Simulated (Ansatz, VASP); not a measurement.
Li: VASP beside Ansatz

File INCAR:

```
SYSTEM = Li
ALGO     = Normal         ! electronic algorithm
EDIFF    = 1E-7           ! SCF threshold, eV
ENCUT    = 520            ! plane-wave cutoff, eV
GGA      = PS             ! functional
ISIF     = 2              ! what is computed and relaxed
ISMEAR   = 0              ! smearing method
LASPH    = .True.         ! aspherical terms in the spheres
LCHARG   = .True.         ! write CHGCAR
LELF     = .True.         ! ELF
LREAL    = .False.        ! projectors in reciprocal space
LVHAR    = .True.       
LWAVE    = .False.        ! write WAVECAR
NBANDS   = 14             ! bands
NELM     = 80             ! most SCF steps
PREC     = Accurate       ! precision mode
SIGMA    = 0.1            ! smearing width, eV
```

KPOINTS

```
k-points
0
Gamma
  10 10 10
  0 0 0
```

File POSCAR:

```
Li
1.0
    4.4832160179      0.0000000000      0.0000000000
    0.0000000000      4.4832160179      0.0000000000
    0.0000000000      0.0000000000      4.4832160179
Li
4
Direct
    0.8616067697      0.1383932303      0.6383932303
    0.3616067697      0.3616067697      0.3616067697
    0.1383932303      0.6383932303      0.8616067697
    0.6383932303      0.8616067697      0.1383932303
```

Input for Ansatz:

```yaml
crystal:
  lattice:
    - [4.4832160179, 0.0, 0.0]
    - [0.0, 4.4832160179, 0.0]
    - [0.0, 0.0, 4.4832160179]
  atoms:
    - { symbol: Li, position: [0.8616067697, 0.1383932303, 0.6383932303] }
    - { symbol: Li, position: [0.3616067697, 0.3616067697, 0.3616067697] }
    - { symbol: Li, position: [0.1383932303, 0.6383932303, 0.8616067697] }
    - { symbol: Li, position: [0.6383932303, 0.8616067697, 0.1383932303] }
basis:
  ecutwfc: 420
kpoints:
  mp_grid: { grid: [10, 10, 10] }
hamiltonian:
  xc: pbesol
scf:
  occupations: { method: gaussian, width: 0.1 }
output:
  forces: true
  stress: true
  eigenvalues: true
```

Alike in both runs: task single point; functional PBEsol; k mesh 10 × 10 × 10; occupations gaussian, width 0.1 eV; no spin polarisation.

```csv
,VASP,Ansatz
version,VASP 6.6.1,Ansatz 0.2.0
potentials or method,"VASP PAW PBE potentials, release 64 (Li_sv), cutoff 520 eV","scalar-relativistic, plane waves, PAW"
valence electrons in the cell,12,12
```

```csv
,VASP,Ansatz,Ansatz less VASP
gap on the k mesh at the Fermi level (eV),none,none,-
rms of the force components (eV/Å),0.082,0.082,-0.0003
```

VASP's potentials were made for PBE, not for PBEsol. Atom by atom the forces differ by 0.000 eV/Å (rms over components). A gap of «none» marks a metal or a gap that the smearing closes. With one functional, cell and mesh, what is left measures potentials, basis and numerics.

Noted on VASP's run: the cutoff is short for stress, so the pressure is rough.
